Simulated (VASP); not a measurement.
Runs of VASP 6.6.1 on SnTe. The structure is that of space group Fm-3m (No. 225), or close to it. The cells are those of the table. 

```csv
cell,gap on the mesh (eV),pressure (GPa)
"a = 4.543 Å, angles 60.0°, 2 atoms",0.07,(a)
"a = 4.500 Å, angles 60.0°, 2 atoms",0.01,(c)
"a = 4.365 Å, angles 60.0°, 2 atoms",(b),5.9
"a = 4.411 Å, angles 60.0°, 2 atoms",0.19,3.9
```

Alike in all rows: task single point; level PBE; potentials or basis VASP PAW PBE potentials, release 64 (Sn_d, Te); no spin polarisation; k mesh 6 × 6 × 6; cutoff (eV) 500; smearing gaussian 0.01 eV.

Estimate the missing entries.

(a) -0.3; (b) 0.29; (c) 0.8.

Caveats: spin-orbit coupling is left out, which moves the levels of the heavy elements.

A k mesh can miss the band edges, and the runs leave out spin-orbit coupling on Sn, Te.
